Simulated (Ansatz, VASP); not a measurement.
## One calculation of Bi, two programs

```
Bi
1.0
     3.40414    0.00000    0.00000
     0.00000    3.40414    0.00000
     0.00000    0.00000    3.11374
Bi
1
Direct
  0.50000 0.50000 0.00000
```

Alike in both runs: task relaxation of cell and atoms; functional PBE; k mesh 6 × 6 × 6; occupations gaussian, width 0.1 eV; no spin polarisation.

|  | VASP | Ansatz |
| --- | --- | --- |
| version | VASP 6.6.1 | Ansatz 0.2.0 |
| potentials or method | VASP PAW PBE potentials, release 64 (Bi_d), cutoff 600 eV | scalar-relativistic, plane waves, PAW |
| valence electrons in the cell | 15 | 15 |

|  | VASP | Ansatz | Ansatz less VASP |
| --- | --- | --- | --- |
| gap on the k mesh at the Fermi level, each at its own relaxed structure (eV) | none | none | - |
| relaxed volume (Å³/atom) | 35.26 | 35.23 | -0.022 |
| relaxed cell length with the largest relative difference (Å) | 3.277 | 3.267 | -0.0102 |

A gap of «none» marks a metal or a gap that the smearing closes.

Neither program's run includes spin-orbit coupling.
